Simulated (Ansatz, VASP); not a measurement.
## Two plane-wave programs on P

File INCAR:

```
PREC = Accurate
ENCUT = 520
EDIFF = 1E-6
ISMEAR = 0
SIGMA = 0.05
LREAL = False
LASPH = True
NELM = 80
ALGO = Normal
ISIF = 2
LWAVE = False
LCHARG = False
GGA = PS
NBANDS = 18
```

Contents of KPOINTS:

```
regular mesh
0
Gamma
  8 1 6
```

Contents of POSCAR:

```
P
1.0
    3.3822395516      0.0000000000      0.0000000000
    0.0000000000     35.9027419197      0.0000000000
    0.0000000000      0.0000000000      4.6320847100
P
4
Direct
    0.0000000000      0.9702614300      0.5921507200
    0.0000000000      0.0297385700      0.4078492800
    0.5000000000      0.0297385700      0.0921507200
    0.5000000000      0.9702614300      0.9078492800
```

Input for Ansatz:

```yaml
crystal:
  lattice:
    - [3.3822395516, 0.0, 0.0]
    - [0.0, 35.9027419197, 0.0]
    - [0.0, 0.0, 4.63208471]
  atoms:
    - { symbol: P, position: [0.0, 0.97026143, 0.59215072] }
    - { symbol: P, position: [0.0, 0.02973857, 0.40784928] }
    - { symbol: P, position: [0.5, 0.02973857, 0.09215072] }
    - { symbol: P, position: [0.5, 0.97026143, 0.90784928] }
basis:
  ecutwfc: 420
kpoints:
  mp_grid: { grid: [8, 1, 6] }
hamiltonian:
  xc: pbesol
scf:
  occupations: { method: gaussian, width: 0.05 }
output:
  forces: true
  stress: true
  eigenvalues: true
```

Change from the starting cell: strain +0.030 along x and y, +0.000 along z, atoms carried along.

Alike in both runs: task single point; functional PBEsol; k mesh 8 × 1 × 6; occupations gaussian, width 0.05 eV; no spin polarisation.

|  | VASP | Ansatz |
| --- | --- | --- |
| version | VASP 6.6.1 | Ansatz 0.2.0 |
| potentials or method | VASP PAW PBE potentials, release 64 (P), cutoff 520 eV | scalar-relativistic, plane waves, PAW |
| valence electrons in the cell | 20 | 20 |

|  | VASP | Ansatz | Ansatz less VASP |
| --- | --- | --- | --- |
| gap on the k mesh at the Fermi level (eV) | 0.78 | 0.76 | -0.015 |
| least direct gap on the mesh (eV) | 0.78 | 0.76 | -0.015 |
| rms of the force components (eV/Å) | 0.273 | 0.269 | -0.0037 |

VASP's potentials were made for PBE, not for PBEsol. Atom by atom the forces differ by 0.010 eV/Å (rms over components).
